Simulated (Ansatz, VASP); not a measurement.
# One calculation of CaO, two programs

The input POSCAR:

```
CaO
1.0
    0.0000000000      2.4535000000      2.4535000000
    2.4535000000      0.0000000000      2.4535000000
    2.4535000000      2.4535000000      0.0000000000
Ca O
1 1
Direct
    0.0000000000      0.0000000000      0.0000000000
    0.5000000000      0.5000000000      0.5000000000
```

INCAR.step1

```
SYSTEM = CaO
PREC = Accurate
ENCUT = 600
ISMEAR = 0
SIGMA = 0.02
LREAL = .False.
LASPH = .True.
NELM = 60
GGA = PE
ALGO = Normal
EDIFF = 1E-4
LWAVE = .True.
LCHARG = .False.
```

The input INCAR.step2:

```
SYSTEM = CaO
PREC = Accurate
ENCUT = 600
EDIFF = 1E-6
ISMEAR = 0
SIGMA = 0.02
LREAL = .False.
LASPH = .True.
NELM = 60
ALGO = Normal
ISIF = 3
LWAVE = .False.
LCHARG = .False.
METAGGA = R2SCAN
LMIXTAU = .True.
IBRION = 2
NSW = 100
EDIFFG = -0.002
ISTART = 1
```

Contents of KPOINTS:

```
regular mesh
0
Gamma
  8 8 8
  0 0 0
```

Input for Ansatz:

```yaml
crystal:
  lattice:
    - [0.0, 2.4535, 2.4535]
    - [2.4535, 0.0, 2.4535]
    - [2.4535, 2.4535, 0.0]
  atoms:
    - { symbol: Ca, position: [0.0, 0.0, 0.0] }
    - { symbol: O, position: [0.5, 0.5, 0.5] }
basis:
  ecutwfc: 500
kpoints:
  mp_grid: { grid: [8, 8, 8] }
hamiltonian:
  xc: r2scan
  pseudopotentials: { kind: paw, azcp: { folder: soft_1 } }
scf:
  occupations: { method: gaussian, width: 0.02 }
output:
  forces: true
  stress: true
  eigenvalues: true
relax:
  adjacent_minimum: "off"
  f_tol: 0.002
  max_steps: 80
  cell: { stress_tol: 0.02 }
```

Alike in both runs: task relaxation of cell and atoms; functional r2SCAN; k mesh 8 × 8 × 8; occupations gaussian, width 0.02 eV; no spin polarisation.

```csv
,VASP,Ansatz
version,VASP 6.6.1,Ansatz 0.2.0
potentials or method,"VASP PAW PBE potentials, release 64 (Ca_sv, O), cutoff 600 eV","scalar-relativistic, plane waves, PAW"
valence electrons in the cell,16,16
```

Ansatz gave:

* gap on the k mesh at the Fermi level, each at its own relaxed structure (eV): 4.20
* relaxed volume (Å³/atom): 13.78
* relaxed length of the cell vector where the two differ most in proportion (Å): 3.391

What did VASP give for the same quantities?

gap on the k mesh at the Fermi level, each at its own relaxed structure (eV): 4.19; relaxed volume (Å³/atom): 13.88; relaxed length of the cell vector where the two differ most in proportion (Å): 3.399.

VASP's potentials were made for PBE, not for r2SCAN.
